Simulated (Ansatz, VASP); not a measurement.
**Rb4Sn: VASP beside Ansatz**

```xyz
5
Lattice="8.1658 0.0000 0.0000 -4.0829 7.0718 0.0000 0.0000 0.0000 7.1956" Properties=species:S:1:pos:R:3 pbc="T T T"
Rb    4.0829    0.0000    3.5978
Rb   -2.0415    3.5359    3.5978
Rb    2.0415    3.5359    3.5978
Rb    0.0000    0.0000    0.0000
Sn    0.0000    0.0000    3.5978
```

Alike in both runs: functional PBE; k mesh 6 × 6 × 6; occupations gaussian, width 0.1 eV; no spin polarisation.

Ansatz relaxed the structure, and its values are those at the end. VASP's run is a single point on that final structure, the one shown.

|  | VASP | Ansatz |
| --- | --- | --- |
| version | VASP 6.6.1 | Ansatz 0.2.0 |
| potentials or method | VASP PAW PBE potentials, release 64 (Rb_sv, Sn_d), cutoff 520 eV | scalar-relativistic, plane waves, PAW |
| valence electrons in the cell | 50 | 50 |

|  | VASP | Ansatz | Ansatz less VASP |
| --- | --- | --- | --- |
| gap on the k mesh at the Fermi level (eV) | none | none | - |
| pressure (GPa) | 0.0 | 0.0 | 0.00 |

A gap of «none» marks a metal or a gap that the smearing closes.
